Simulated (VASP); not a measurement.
Wanted: the native input for a VASP 6.6.1 run.

```yaml
Task: relaxation of cell and atoms
Functional: PBE
Potentials_or_basis: VASP PAW PBE potentials, release 64 (Ti_sv)
Cutoff: 600 eV
k_mesh: 17 × 17 × 17
Occupations: fermi-dirac, width 0.1 eV
Spin: no spin polarisation
Target_pressure: 16 GPa
Dipole_correction: no
Further_INCAR_settings: ALGO = Normal; EDIFF = 1e-07; IBRION = 2; EDIFFG = -0.005; NSW = 60; ISIF = 3
```

The structure of Ti lies in POSCAR:

```
Ti
1.0
    0.0000000000      1.9748256540      1.9748256540
    1.9748256540      0.0000000000      1.9748256540
    1.9748256540      1.9748256540      0.0000000000
Ti
1
Direct
    0.0000000000      0.0000000000      0.0000000000
```

The input as run:

INCAR

```
SYSTEM = Ti
PREC     = Accurate       ! precision mode
ENCUT    = 600            ! plane-wave cutoff, eV
EDIFF    = 1E-7           ! SCF threshold, eV
ISMEAR   = -1             ! smearing method
SIGMA    = 0.1            ! smearing width, eV
LREAL    = .False.        ! projectors in reciprocal space
LASPH    = .True.         ! aspherical terms in the spheres
NELM     = 80             ! most SCF steps
ALGO     = Normal         ! electronic algorithm
ISIF     = 3              ! what is computed and relaxed
LWAVE    = .False.        ! write WAVECAR
LCHARG   = .False.        ! write CHGCAR
GGA      = PE             ! functional
IBRION   = 2              ! ionic algorithm
NSW      = 60             ! ionic steps
EDIFFG   = -0.005         ! ionic threshold
PSTRESS  = 160.0
```

KPOINTS

```
Automatic mesh
0
Gamma
  17 17 17
  0 0 0
```

Potentials or basis: VASP PAW PBE potentials, release 64 (Ti_sv).

The run is started by

```sh
$ cat potpaw_PBE.64/Ti_sv/POTCAR > POTCAR
$ mpirun -np 1 vasp_std > vasp.out
```

Results of the run:

```
Relaxed volume                                         : 15.38 Å³/atom
Relaxed cell                                           : a = 2.791 Å, b = 2.791 Å, c = 2.791 Å, α = 60.00°, β = 60.00°, γ = 60.00°
Space group after relaxing (to 0.05 Å)                 : Fm-3m (No. 225)
Energy change on relaxing (the enthalpy is what falls) : +2.7 meV/atom
Ionic steps                                            : 3
Pressure after relaxing                                : 16.0 GPa
Band gap on the k mesh                                 : zero (band 6 reaches 10.53 eV, above the bottom of band 7 at 9.07 eV)
```

Caveat: the cell is relaxed towards a set pressure, so the enthalpy falls and the energy may rise.

Run time: 33 s on 1 thread of Intel(R) Xeon(R) 6975P-C (Granite Rapids), with other jobs on the host, peak memory 0.17 GiB.
